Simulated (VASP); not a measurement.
# Be2Se (P6/mmm) in VASP: notebook, part 2 of 2

VASP 6.6.1.

## (4) Relaxation of cell and atoms, PBE

This run uses another cell than the first one, of 17.09 Å³/atom.

INCAR reads:

```
SYSTEM = Be2Se
PREC = Accurate
ENCUT = 600
EDIFF = 1E-6
ISMEAR = 0
SIGMA = 0.1
LREAL = .False.
LASPH = .True.
NELM = 100
ALGO = Normal
ISIF = 3
LWAVE = .False.
LCHARG = .False.
GGA = PE
IBRION = 2
NSW = 90
EDIFFG = -0.04
```

KPOINTS reads:

```
regular mesh
0
Gamma
  6 6 6
  0 0 0
```

POSCAR reads:

```
Be2Se
1.0
    4.7343405200      0.0000000000      0.0000000000
   -2.3671702600      4.1000591600      0.0000000000
    0.0000000000      0.0000000000      2.6414447500
Be Se
2 1
Direct
    0.3333333300      0.6666666700      0.5000000000
    0.6666666700      0.3333333300      0.5000000000
    0.0000000000      0.0000000000      0.5000000000
```

Potentials or basis: VASP PAW PBE potentials, release 64 (Be, Se).

Run with:

```bash
> cat potpaw_PBE.64/Be/POTCAR potpaw_PBE.64/Se/POTCAR > POTCAR
> mpirun -np 1 vasp_std > vasp.out
```

OUTCAR:

```text
SYSTEM = Be2Se
   PREC = Accurate
   ENCUT = 600
   EDIFF = 1E-6
   ISMEAR = 0
   LREAL = .False.
   LASPH = .True.
   NELM = 100
   ISIF = 3
   GGA = PE
   IBRION = 2
   NSW = 90
   EDIFFG = -0.04

 ion  position               nearest neighbor table
   1  0.333  0.667  0.500-
   2  0.667  0.333  0.500-
   3  0.000  0.000  0.500-

  LATTYP: Found a hexagonal cell.
 ALAT       =     4.7343405200
 C/A-ratio  =     0.5579329875

  Lattice vectors:

 A1 = (   4.7343405200,   0.0000000000,   0.0000000000)
 A2 = (  -2.3671702600,   4.1000591600,   0.0000000000)
 A3 = (   0.0000000000,   0.0000000000,   2.6414447500)

Analysis of symmetry for initial positions (statically):
=====================================================================
 Subroutine PRICEL returns:
 Original cell was already a primitive cell.

 Routine SETGRP: Setting up the symmetry group for a
[... 863 lines left out ...]
      1      -7.6513      2.00000
      2      -0.8342      2.00000
      3       0.0740      2.00000
      4       1.3399      2.00000
      5       4.2139      2.00000
      6       6.3869      0.00000
      7       7.2316      0.00000
      8       9.7886      0.00000
      9      10.5483      0.00000

 [... further k-points ...]

[... ionic steps 4 to 11 ...]

--------------------------------------- Ionic step       12  -------------------------------------------

 number of electron      10.0000000 magnetization

------------------------ aborting loop because EDIFF is reached ----------------------------------------
[... 69 lines left out ...]
--------------------------------------- Ionic step       14  -------------------------------------------

 number of electron      10.0000000 magnetization

 Free energy of the ion-electron system (eV)
  ---------------------------------------------------
  ext. energy  EPLUGINS =         0.00000000
  ---------------------------------------------------
  free energy    TOTEN  =        -8.80564183 eV

  energy without entropy =       -8.79820719  energy(sigma->0) =       -8.80192451

 E-fermi :   5.4237     XC(G=0):  -9.9729

 val. band max:        5.3878690230   @ k =   0.1667   0.0000   0.1667
 cond. band min:       5.6222531227   @ k =   0.0000   0.0000   0.3333
 fundamental gap:      0.2343840997
 Fermi energy:         5.4236913490
[... 318 lines left out ...]
  FREE ENERGIE OF THE ION-ELECTRON SYSTEM (eV)
  ---------------------------------------------------
  free  energy   TOTEN  =        -8.8056418292 eV

  energy  without entropy=       -8.7982071903  energy(sigma->0) =       -8.80192451

 reached required accuracy - stopping structural energy minimisation
```

Wall time 2.9 min (1 thread of Intel Xeon 8259CL, shared host); peak memory 0.21 GiB.

What came out:

| Property | Result |
| --- | --- |
| Free energy | -8.8056 eV |
| Relaxed volume | 14.09 Å³/atom |
| Relaxed cell | a = 4.190 Å, b = 4.190 Å, c = 2.780 Å, α = 90.00°, β = 90.00°, γ = 120.00° |
| Space group after relaxing (to 0.1 Å) | P6/mmm (No. 191) |
| Energy gained by relaxing | 218.3 meV/atom |
| Ionic steps | 14 |
| Pressure after relaxing | 0.3 GPa |
| Band gap on the k mesh | zero (bands 5 and 6 overlap by 3.68 eV) |

Stress tensor (GPa, compression positive):
```
0.18 0.00 0.00
0.00 0.18 0.00
0.00 0.00 0.44
```

Step by step:
```
step  energy change (eV)  largest force (eV/Å)  pressure (GPa)  volume (Å³)
   1              0.0000                0.0000          -10.38        51.27
   2             -0.4129                0.0000           -4.92        43.48
   3             -0.4730                0.0000           -0.82        40.63
   4             -0.4762                0.0000            0.64        39.79
   5             -0.5352                0.0000            2.57        39.23
   6             -0.5437                0.0000            3.30        39.04
   7             -0.5449                0.0000            5.58        38.62
   8             -0.5940                0.0000            4.72        39.71
   9             -0.6419                0.0000            0.51        42.36
  10             -0.6494                0.0000            1.69        41.51
  11             -0.6496                0.0000            1.51        41.63
  12             -0.6539                0.0000            0.69        42.01
  13             -0.6539                0.0000            0.69        42.01
  14             -0.6549                0.0000            0.26        42.28
```

Final structure:
```cif
data_structure
_symmetry_space_group_name_H-M 'P 1'
_symmetry_Int_Tables_number 1
_cell_length_a 4.1905
_cell_length_b 4.1905
_cell_length_c 2.7804
_cell_angle_alpha 90.000
_cell_angle_beta 90.000
_cell_angle_gamma 120.000
_cell_volume 42.28
loop_
_atom_site_label
_atom_site_type_symbol
_atom_site_fract_x
_atom_site_fract_y
_atom_site_fract_z
_atom_site_occupancy
Be1 Be 0.33333 0.66667 0.50000 1
Be2 Be 0.66667 0.33333 0.50000 1
Se1 Se 0.00000 0.00000 0.50000 1
```

Levels at points of the mesh, in eV from the Fermi level:
| k point | band 2 | band 3 | band 4 | band 5 | band 6 | band 7 | band 8 | band 9 |
| --- | --- | --- | --- | --- | --- | --- | --- | --- |
| (0.00, 0.00, 0.00) | -4.75 | -4.75 | -3.25 | -1.16 | -1.16 | 1.76 | 2.94 | 8.13 |
| (0.50, 0.00, 0.00) | -8.46 | -6.16 | -2.65 | 2.52 | 4.14 | 4.94 | 5.07 | 5.94 |
| (0.00, 0.00, 0.50) | -7.08 | -3.04 | -3.04 | 0.60 | 0.77 | 0.87 | 0.87 | 3.81 |
| (0.50, 0.00, 0.50) | -5.95 | -5.87 | -4.35 | -2.04 | 0.82 | 1.21 | 4.69 | 6.74 |

Caveat: the k points lie up to 0.38 Å⁻¹ apart in the final cell, too coarse for converged energies and pressures of a metal; the volume moved by over 15 % at a fixed basis, so the end points are rough.

## (5) Single point, PBE

This run uses another cell than the first one, of 13.44 Å³/atom.

INCAR reads:

```
SYSTEM = Be2Se
ALGO = Normal
EDIFF = 1E-6
ENCUT = 520
GGA = PE
ISIF = 2
ISMEAR = 0
LASPH = .TRUE.
LCHARG = .FALSE.
LREAL = .FALSE.
LWAVE = .FALSE.
NBANDS = 12
NELM = 60
PREC = Accurate
SIGMA = 0.1
```

KPOINTS reads:

```
k-points
0
G
  12 12 16
  0 0 0
```

POSCAR reads:

```
Be2Se
1.0
    4.2471589886      0.0000000000      0.0000000000
   -2.1235794943      3.6781475781      0.0000000000
    0.0000000000      0.0000000000      2.5812694547
Be Se
2 1
Direct
    0.3333333333      0.6666666667      0.5000000000
    0.6666666667      0.3333333333      0.5000000000
    0.0000000000      0.0000000000      0.5000000000
```

Run with:

```bash
> cat potpaw_PBE.64/Be/POTCAR potpaw_PBE.64/Se/POTCAR > POTCAR
> mpirun -np 1 vasp_std > vasp.out
```

Run time: 52 s. Hardware: 1 thread of Intel Xeon 8259CL, shared host; peak memory 0.22 GiB.

Results (log left out):

```
Free energy            : -8.9554 eV
Pressure               : 0.1 GPa
Band gap on the k mesh : zero (bands 5 and 6 overlap by 4.86 eV)
```

Levels at points of the mesh, in eV from the Fermi level:
```csv
k point,band 3,band 4,band 5,band 6,band 7,band 8
"(0.00, 0.00, 0.00)",-5.36,-3.99,-1.51,-1.51,2.25,3.42
"(0.50, 0.00, 0.00)",-6.64,-3.19,3.35,4.01,4.24,4.36
"(0.00, 0.00, 0.50)",-2.84,-2.84,-0.29,1.25,1.36,1.36
"(0.50, 0.00, 0.50)",-5.36,-4.01,-2.29,0.69,1.35,4.26
```

## (6) Relaxation of cell and atoms, PBE

INCAR reads:

```
PREC = Accurate
ENCUT = 600
EDIFF = 1E-6
ISMEAR = 0
SIGMA = 0.1
LREAL = False
LASPH = True
NELM = 100
ALGO = Normal
ISIF = 3
LWAVE = False
LCHARG = False
GGA = PE
IBRION = 2
NSW = 100
EDIFFG = -0.01
```

KPOINTS reads:

```
Automatic mesh
0
Gamma
  12 12 16
```

POSCAR reads:

```
Be2Se
1.0
    4.1908460508      0.0000000000      0.0000000000
   -2.0954230254      3.6293791434      0.0000000000
    0.0000000000      0.0000000000      2.7842425723
Be Se
2 1
Direct
    0.3333333333      0.6666666667      0.5000000000
    0.6666666667      0.3333333333      0.5000000000
    0.0000000000      0.0000000000      0.5000000000
```

Potentials or basis: VASP PAW PBE potentials, release 64 (Be, Se).

Run with:

```bash
> cat potpaw_PBE.64/Be/POTCAR potpaw_PBE.64/Se/POTCAR > POTCAR
> mpirun -np 1 vasp_std > vasp.out
```

Wall time 4.9 min (1 thread of Intel Xeon 8259CL, shared host); peak memory 0.26 GiB.

Results (log left out):

| Property | Result |
| --- | --- |
| Free energy | -8.9556 eV |
| Relaxed volume | 13.46 Å³/atom |
| Relaxed cell | a = 4.251 Å, b = 4.251 Å, c = 2.581 Å, α = 90.00°, β = 90.00°, γ = 120.00° |
| Space group after relaxing (to 0.1 Å) | P6/mmm (No. 191) |
| Energy gained by relaxing | 47.1 meV/atom |
| Ionic steps | 7 |
| Pressure after relaxing | 0.0 GPa |
| Band gap on the k mesh | zero (bands 5 and 6 overlap by 4.84 eV) |

Stress tensor (GPa, compression positive):
```
-0.11  0.00  0.00
 0.00 -0.11  0.00
 0.00  0.00  0.11
```

The path:
| step | energy change (eV) | largest force (eV/Å) | pressure (GPa) | volume (Å³) |
| --- | --- | --- | --- | --- |
| 1 | 0.0000 | 0.0000 | -1.70 | 42.35 |
| 2 | -0.0720 | 0.0000 | -1.65 | 41.42 |
| 3 | -0.0054 | 0.0000 | 4.65 | 38.46 |
| 4 | -0.1404 | 0.0000 | 0.09 | 40.29 |
| 5 | -0.1408 | 0.0000 | 0.56 | 40.10 |
| 6 | -0.1411 | 0.0000 | 0.37 | 40.17 |
| 7 | -0.1414 | 0.0000 | -0.03 | 40.39 |

Final structure:
```
CELL_PARAMETERS angstrom
4.25068 0.00000 0.00000
-2.12534 3.68119 0.00000
0.00000 0.00000 2.58149
ATOMIC_POSITIONS crystal
Be 0.33333 0.66667 0.50000
Be 0.66667 0.33333 0.50000
Se 0.00000 0.00000 0.50000
```

Levels at points of the mesh, in eV from the Fermi level:
| k point | band 2 | band 3 | band 4 | band 5 | band 6 | band 7 | band 8 | band 9 |
| --- | --- | --- | --- | --- | --- | --- | --- | --- |
| (0.00, 0.00, 0.00) | -5.35 | -5.35 | -4.00 | -1.50 | -1.50 | 2.24 | 3.43 | 9.62 |
| (0.50, 0.00, 0.00) | -8.83 | -6.63 | -3.19 | 3.34 | 4.01 | 4.23 | 4.35 | 5.35 |
| (0.00, 0.00, 0.50) | -7.99 | -2.84 | -2.84 | -0.29 | 1.24 | 1.37 | 1.37 | 3.17 |
| (0.50, 0.00, 0.50) | -7.18 | -5.35 | -4.00 | -2.28 | 0.69 | 1.35 | 4.26 | 6.81 |

## (7) Summary

| task | cell | k mesh | cutoff (eV) | gap on the mesh (eV) | pressure (GPa) | relaxed volume (Å³/atom) |
| --- | --- | --- | --- | --- | --- | --- |
| single point | a = 4.191, b = 4.191, c = 2.784 Å, angles 90.0, 90.0, 120.0°, 3 atoms | 6 × 6 × 6 | 520 | none | 0.2 | - |
| single point | a = 4.734, b = 4.734, c = 2.641 Å, angles 90.0, 90.0, 120.0°, 3 atoms | 6 × 6 × 6 | 520 | none | -10.4 | - |
| relaxation of cell and atoms | relaxed from a = 4.734, b = 4.734, c = 2.641 Å, angles 90.0, 90.0, 120.0°, 3 atoms | 6 × 6 × 6 | 600 | none | 0.3 | 14.09 |
| single point | a = 4.247, b = 4.247, c = 2.581 Å, angles 90.0, 90.0, 120.0°, 3 atoms | 12 × 12 × 16 | 520 | none | 0.1 | - |
| relaxation of cell and atoms | relaxed from a = 4.191, b = 4.191, c = 2.784 Å, angles 90.0, 90.0, 120.0°, 3 atoms | 12 × 12 × 16 | 600 | none | 0.0 | 13.46 |

Alike in all rows: level PBE; potentials or basis VASP PAW PBE potentials, release 64 (Be, Se); no spin polarisation; smearing gaussian 0.1 eV.

Caveats: some runs use coarse meshes; the volume moved by over 15 % at a fixed basis, so the end points are rough (at least some runs).

Total energies depend on the potentials used, so only differences within one code and one set of settings carry meaning.
